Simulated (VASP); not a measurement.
# BP (m.bB) (F-43m) in VASP: single point with PBE

Aim: the single point of BP (m.bB) with PBE.

Everything below comes from runs of VASP 6.6.1. Logs are shortened: lines on timing, memory, paths and dates and some standing lists are left out, and cuts for length are marked.

## Step 1: The cell of the first run

It takes space group F-43m (No. 216, cubic). Conventional cell: a = 4.548 Å, b = 4.548 Å, c = 4.548 Å, α = 90.00°, β = 90.00°, γ = 90.00°. B (site symmetry -43m) has 4 P at 1.97 Å within 2.6 Å. P (site symmetry -43m) has 4 B at 1.97 Å within 2.6 Å.

## Step 2: Single point, PBE

File INCAR:

```
  PREC = Accurate
  ENCUT = 500
  EDIFF = 1E-6
  ISMEAR = 0
  SIGMA = 0.02
  LREAL = F
  LASPH = T
  NELM = 120
  ALGO = Normal
  ISIF = 2
  LWAVE = F
  LCHARG = F
  GGA = PE
  NBANDS = 11
  GGA_COMPAT = F
```

File KPOINTS:

```
regular mesh
0
Gamma
  10 10 10
```

File POSCAR:

```
BP
1.0
    0.0000000000      2.2740785719      2.2740785719
    2.2740785719      0.0000000000      2.2740785719
    2.2740785719      2.2740785719      0.0000000000
B P
1 1
Direct
    0.0000000000      0.0000000000      0.0000000000
    0.2500000000      0.2500000000      0.2500000000
```

Potentials or basis: VASP PAW PBE potentials, release 64 (B, P).

On the command line:

```console
cat potpaw_PBE.64/B/POTCAR potpaw_PBE.64/P/POTCAR > POTCAR
mpirun -np 1 vasp_std > vasp.out
```

OUTCAR:

```text
PREC = Accurate
   ENCUT = 500
   EDIFF = 1E-6
   ISMEAR = 0
   LREAL = F
   LASPH = T
   NELM = 120
   ISIF = 2
   GGA = PE

 ion  position               nearest neighbor table
   1  0.000  0.000  0.000-   2 1.97   2 1.97   2 1.97   2 1.97
   2  0.250  0.250  0.250-   1 1.97   1 1.97   1 1.97   1 1.97

  LATTYP: Found a face centered cubic cell.
 ALAT       =     4.5481571438

  Lattice vectors:

 A1 = (   0.0000000000,   2.2740785719,   2.2740785719)
 A2 = (   2.2740785719,   0.0000000000,   2.2740785719)
 A3 = (   2.2740785719,   2.2740785719,   0.0000000000)

Analysis of symmetry for initial positions (statically):
=====================================================================
 Subroutine PRICEL returns:
 Original cell was already a primitive cell.

 Routine SETGRP: Setting up the symmetry group for a
 face centered cubic supercell.

 Subroutine GETGRP returns: Found 24 space group operations
 (whereof 24 operations were pure point group operations)
 out of a pool of 48 trial point group operations.

The static configuration has the point symmetry T_d .

Analysis of symmetry for dynamics (positions and initial velocities):
=====================================================================
 Subroutine PRICEL returns:
 Original cell was already a primitive cell.

 Routine SETGRP: Setting up the symmetry group for a
 face centered cubic supercell.

 Subroutine GETGRP returns: Found 24 space group operations
 (whereof 24 operations were pure point group operations)
 out of a pool of 48 trial point group operations.

The dynamic configuration has the point symmetry T_d .

 Subroutine INISYM returns: Found 24 space group operations
 (whereof 24 operations are pure point group operations),
 and found     1 'primitive' translations

----------------------------------------------------------------------------------------

                                     Primitive cell

  volume of cell :      23.5205

  direct lattice vectors                    reciprocal lattice vectors
     0.000000000  2.274078572  2.274078572    -0.219869272  0.219869272  0.219869272
     2.274078572  0.000000000  2.274078572     0.219869272 -0.219869272  0.219869272
     2.274078572  2.274078572  0.000000000     0.219869272  0.219869272 -0.219869272

  length of vectors
     3.216032758  3.216032758  3.216032758     0.380824750  0.380824750  0.380824750

  position of ions in fractional coordinates (direct lattice)
     0.000000000  0.000000000  0.000000000
     0.250000000  0.250000000  0.250000000

  ion indices of the primitive-cell ions
   primitive index   ion index
                 1           1
                 2           2

----------------------------------------------------------------------------------------

 KPOINTS: regular mesh

Automatic generation of k-mesh.
 Grid dimensions read from file:
 generate k-points for:   10   10   10

 Generating k-lattice:

  Cartesian coordinates                     Fractional coordinates (reciprocal lattice)
    -0.021986927  0.021986927  0.021986927     0.100000000  0.000000000  0.000000000
     0.021986927 -0.021986927  0.021986927     0.000000000  0.100000000  0.000000000
     0.021986927  0.021986927 -0.021986927     0.000000000  0.000000000  0.100000000

  Length of vectors
     0.038082475  0.038082475  0.038082475

  Shift w.r.t. Gamma in fractional coordinates (k-lattice)
     0.000000000  0.000000000  0.000000000

 Subroutine IBZKPT returns following result:
 ===========================================

 Found     47 irreducible k-points:

 Following reciprocal coordinates:
            Coordinates               Weight
  0.000000  0.000000  0.000000      1.000000
  0.100000  0.000000  0.000000      8.000000
  0.200000  0.000000  0.000000      8.000000
  0.300000  0.000000  0.000000      8.000000
  0.400000  0.000000  0.000000      8.000000
  0.500000  0.000000  0.000000      4.000000
[... 16 lines left out ...]
  0.300000  0.300000  0.000000      6.000000
  0.400000  0.300000  0.000000     24.000000
 [... further k-points ...]
   k-points           NKPTS =     47   k-points in BZ     NKDIM =     47   number of bands    NBANDS=     11
   number of dos      NEDOS =    301   number of ions     NIONS =      2
   total plane-waves  NPLWV =  13824
   dimension x,y,z NGX =    24 NGY =   24 NGZ =   24
   dimension x,y,z NGXF=    48 NGYF=   48 NGZF=   48
   ions per type =               1   1
   NGX,Y,Z   is equivalent  to a cutoff of  12.41, 12.41, 12.41 a.u.
   NGXF,Y,Z  is equivalent  to a cutoff of  24.81, 24.81, 24.81 a.u.
 SYSTEM =  unknown system
   PREC   = accura    normal or accurate (medium, high low for compatibility)
   ISTART =      0    job   : 0-new  1-cont  2-samecut
   ICHARG =      2    charge: 1-file 2-atom 10-const
   ISPIN  =      1    spin polarized calculation?
   LNONCOLLINEAR =      F non collinear calculations
   LSORBIT =      F    spin-orbit coupling
   LASPH  =      T    aspherical Exc in radial PAW
   ENCUT  =  500.0 eV  36.75 Ry    6.06 a.u.   5.86  5.86  5.86*2*pi/ulx,y,z
   NELM   =    120;   NELMIN=  2; NELMDL= -5     # of ELM steps
   EDIFF  = 0.1E-05   stopping-criterion for ELM
   LREAL  =      F    real-space projection
   EDIFFG = 0.1E-04   stopping-criterion for IOM
   NSW    =      0    number of steps for IOM
   IBRION =     -1    ionic relax: 0-MD 1-quasi-New 2-CG
   NFREE  =      0    steps in history (QN), initial steepest desc. (CG)
   ISIF   =      2    stress and relaxation
   ISYM   =      2    0-nonsym 1-usesym 2-fastsym
   POTIM  = 0.5000    time-step for ionic-motion
   TEBEG  =    0.0;   TEEND  =   0.0 temperature during run
   PSTRESS=    0.0 pullay stress
   NELECT =       8.0000    total number of electrons
   NUPDOWN=      -1.0000    fix difference up-down
   EMIN   =  10.00;   EMAX   =-10.00  energy-range for DOS
   EFERMI =   0.00;   METHOD = LEGACY
   ISMEAR =     0;   SIGMA  =   0.02  broadening in eV -4-tet -1-fermi 0-gaus
   EFERMI_NEDOS =   21; number of points for ismear=-14 and -15
   IALGO  =     38    algorithm
   IMIX   =      4    mixing-type and parameters
     AMIX     =   0.40;   BMIX     =  1.00
     AMIX_MAG =   1.60;   BMIX_MAG =  1.00
  volume/ion in A,a.u.               =      11.76        79.36
  Fermi-wavevector in a.u.,A,eV,Ry     =   1.142763  2.159508 17.767936  1.305906
  Thomas-Fermi vector in A             =   2.279460
   LORBIT       =      0    0 simple, 1 ext, 2 COOP (PROOUT), +10 PAW based schemes
   GGA     = PE    functional components
   LHFCALC =     F    Hartree Fock is set to
   AEXX    =    0.0000 exact exchange contribution
   IVDW    =     0    specifies the selected vdW correction
   LEPSILON=     F    determine dielectric tensor
   LRPA    =     F    only Hartree local field effects (RPA)
 non-spin polarized calculation
 Gauss-broadening in eV      SIGMA  =   0.02
  energy-cutoff  :      500.00
  volume of cell :       23.52
 maximum number of plane-waves:       610
   NGX = 11   NGY = 11   NGZ = 11

 number of electron       8.0000000 magnetization

 Free energy of the ion-electron system (eV)
  ---------------------------------------------------
  ext. energy  EPLUGINS =         0.00000000
  ---------------------------------------------------
  free energy    TOTEN  =       -12.93057768 eV

  energy without entropy =      -12.93057768  energy(sigma->0) =      -12.93057768

 E-fermi :   7.4774     XC(G=0): -10.8784

 val. band max:        7.3537673020   @ k =   0.0000   0.0000   0.0000
 cond. band min:       8.6021441551   @ k =   0.4000   0.4000   0.0000
 fundamental gap:      1.2483768531
 Fermi energy:         7.4773563131

 k-point     1 :       0.0000    0.0000    0.0000
  band No.  band energies     occupation
      1      -8.0469      2.00000
      2       7.3538      2.00000
      3       7.3538      2.00000
      4       7.3538      2.00000
      5      10.7447      0.00000
      6      10.7447      0.00000
      7      10.7447      0.00000
      8      14.6262      0.00000
      9      18.8215      0.00000
     10      19.4634      0.00000
     11      19.4634      0.00000

 k-point     2 :       0.1000    0.0000    0.0000
  band No.  band energies     occupation
      1      -7.8677      2.00000
      2       6.0567      2.00000
      3       7.0608      2.00000
      4       7.0608      2.00000
      5      11.1505      0.00000
      6      11.1505      0.00000
      7      11.1747      0.00000
      8      15.1542      0.00000
      9      18.7838      0.00000
     10      18.7838      0.00000
     11      19.3866      0.00000

 k-point     3 :       0.2000    0.0000    0.0000
  band No.  band energies     occupation
      1      -7.3372      2.00000
      2       3.7249      2.00000
      3       6.5046      2.00000
      4       6.5046      2.00000
      5      11.3604      0.00000
      6      11.8677      0.00000
      7      11.8677      0.00000
      8      16.3467      0.00000
      9      18.1855      0.00000
     10      18.1855      0.00000
     11      20.2443      0.00000

 k-point     4 :       0.3000    0.0000    0.0000
  band No.  band energies     occupation
      1      -6.4854      2.00000
      2       1.3771      2.00000
      3       6.0176      2.00000
      4       6.0176      2.00000
      5      11.2596      0.00000
      6      12.2002      0.00000
      7      12.2002      0.00000
      8      17.2851      0.00000
      9      18.7549      0.00000
     10      18.7549      0.00000
     11      20.4970      0.00000
[... 239 lines left out ...]
 k-point    22 :      -0.2000    0.2000    0.0000
  band No.  band energies     occupation
      1      -6.1956      2.00000
      2       2.1208      2.00000
      3       3.2081      2.00000
      4       6.1159      2.00000
      5      11.8118      0.00000
      6      12.6527      0.00000
      7      13.7119      0.00000
      8      15.6462      0.00000
      9      16.8510      0.00000
     10      20.9213      0.00000
     11      23.0707      0.00000

 k-point    23 :       0.3000    0.3000    0.0000
  band No.  band energies     occupation
      1      -5.9445      2.00000
      2       2.5281      2.00000
      3       4.1528      2.00000
      4       4.1528      2.00000
      5       8.8832      0.00000
      6      11.2669      0.00000
      7      16.1771      0.00000
      8      16.1771      0.00000
      9      20.3260      0.00000
     10      21.7085      0.00000
     11      23.8091      0.00000

 k-point    24 :       0.4000    0.3000    0.0000
  band No.  band energies     occupation
      1      -5.1250      2.00000
      2       1.2082      2.00000
      3       3.3304      2.00000
      4       3.8596      2.00000
      5       9.1706      0.00000
      6      10.9788      0.00000
      7      16.7840      0.00000
      8      16.7992      0.00000
      9      21.2763      0.00000
     10      22.5778      0.00000
     11      24.3167      0.00000

 [... further k-points ...]

------------------------ aborting loop because EDIFF is reached ----------------------------------------

  FORCE on cell =-STRESS in cart. coord.  units (eV):
  Direction    XX          YY          ZZ          XY          YZ          ZX
  --------------------------------------------------------------------------------------
  -------------------------------------------------------------------------------------
  Total       -0.0289631     -0.0289631     -0.0289631      0.0000000      0.0000000      0.0000000
  in kB       -1.9729183     -1.9729183     -1.9729183      0.0000000      0.0000000      0.0000000
  external PRESSURE =      -1.9729183 kB  Pullay stress =       0.0000000 kB

 VOLUME and BASIS-vectors are now :
 -----------------------------------------------------------------------------
  energy-cutoff  :      500.00
  volume of cell :       23.52
      direct lattice vectors                 reciprocal lattice vectors
     0.000000000  2.274078572  2.274078572    -0.219869272  0.219869272  0.219869272
     2.274078572  0.000000000  2.274078572     0.219869272 -0.219869272  0.219869272
     2.274078572  2.274078572  0.000000000     0.219869272  0.219869272 -0.219869272

 POSITION                                       TOTAL-FORCE (eV/Angst)
 -----------------------------------------------------------------------------------
      0.00000      0.00000      0.00000         0.000000      0.000000      0.000000
      1.13704      1.13704      1.13704        -0.000000     -0.000000     -0.000000
 -----------------------------------------------------------------------------------
    total drift:                                0.000000      0.000000      0.000000

  FREE ENERGIE OF THE ION-ELECTRON SYSTEM (eV)
  ---------------------------------------------------
  free  energy   TOTEN  =       -12.9305776781 eV

  energy  without entropy=      -12.9305776781  energy(sigma->0) =      -12.93057768
```

Run time: 11 s. Hardware: 1 thread of Intel Xeon 8259CL, shared host; peak memory 0.14 GiB.

Results:

```yaml
Free_energy: -12.9306 eV
Pressure: -0.2 GPa
Band_gap_on_the_k_mesh: 1.25 eV, indirect (least direct gap 3.39 eV)
```

Levels at points of the mesh, in eV from the valence-band top:
```tsv
k point	band 2	band 3	band 4	band 5	band 6	band 7
(0.00, 0.00, 0.00)	0.00	0.00	0.00	3.39	3.39	3.39
(0.50, 0.00, 0.00)	-8.99	-1.75	-1.75	3.74	4.71	4.71
(0.50, 0.50, 0.00)	-8.55	-4.09	-4.09	1.35	1.67	12.06
```

A k mesh can miss the band edges.
